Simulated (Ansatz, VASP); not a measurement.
# One calculation of Si, two programs

INCAR

```
PREC     = Accurate       # precision mode
ENCUT    = 520            # plane-wave cutoff, eV
EDIFF    = 1E-6           # SCF threshold, eV
ISMEAR   = 0              # smearing method
SIGMA    = 0.05           # smearing width, eV
LREAL    = F              # projectors in reciprocal space
LASPH    = T              # aspherical terms in the spheres
NELM     = 60             # most SCF steps
ALGO     = Normal         # electronic algorithm
ISIF     = 2              # what is computed and relaxed
LWAVE    = F              # write WAVECAR
LCHARG   = T              # write CHGCAR
GGA      = PE             # functional
LELF     = T              # ELF
LVHAR    = T            
NBANDS   = 16             # bands
```

The input KPOINTS:

```
regular mesh
0
Gamma
  12 12 6
```

The input POSCAR:

```
Si
1.0
    3.6973121707      0.0000000000      0.0000000000
   -1.8486560853      3.2019662655      0.0000000000
    0.0000000000      0.0000000000      6.9051002099
Si
4
Direct
    0.3333333333      0.6666666667      0.0535050491
    0.6666666667      0.3333333333      0.5535050491
    0.3333333333      0.6666666667      0.4464949509
    0.6666666667      0.3333333333      0.9464949509
```

Input for Ansatz:

```yaml
crystal:
  lattice:
    - [3.6973121707, 0.0, 0.0]
    - [-1.8486560853, 3.2019662655, 0.0]
    - [0.0, 0.0, 6.9051002099]
  atoms:
    - { symbol: Si, position: [0.3333333333, 0.6666666667, 0.0535050491] }
    - { symbol: Si, position: [0.6666666667, 0.3333333333, 0.5535050491] }
    - { symbol: Si, position: [0.3333333333, 0.6666666667, 0.4464949509] }
    - { symbol: Si, position: [0.6666666667, 0.3333333333, 0.9464949509] }
basis:
  ecutwfc: 420
kpoints:
  mp_grid: { grid: [12, 12, 6] }
hamiltonian:
  xc: pbe
  pseudopotentials: { kind: paw, azcp: { folder: soft_1 } }
scf:
  occupations: { method: gaussian, width: 0.05 }
output:
  forces: true
  stress: true
  eigenvalues: true
  write_density: true
  write_potential: true
  elf: true
  volumetric_format: npy
```

Alike in both runs: task single point; functional PBE; k mesh 12 × 12 × 6; occupations gaussian, width 0.05 eV; no spin polarisation.

```csv
,VASP,Ansatz
version,VASP 6.6.1,Ansatz 0.2.0
potentials or method,"VASP PAW PBE potentials, release 64 (Si), cutoff 520 eV","scalar-relativistic, plane waves, PAW"
valence electrons in the cell,16,16
```

Ansatz gave:

```
gap on the k mesh at the Fermi level (eV)                     : 0.05
least direct gap on the mesh (eV)                             : 0.05
pressure (GPa)                                                : 4.6
traceless stress, the component that is largest in VASP (GPa) : -16.69
rms of the force components (eV/Å)                            : 1.031
```

What did VASP give for the same quantities?

gap on the k mesh at the Fermi level (eV): 0.06; least direct gap on the mesh (eV): 0.06; pressure (GPa): 4.6; traceless stress, the component that is largest in VASP (GPa): -16.71; rms of the force components (eV/Å): 1.027.

Atom by atom the forces differ by 0.004 eV/Å (rms over components). With one functional, cell and mesh, what is left measures potentials, basis and numerics.
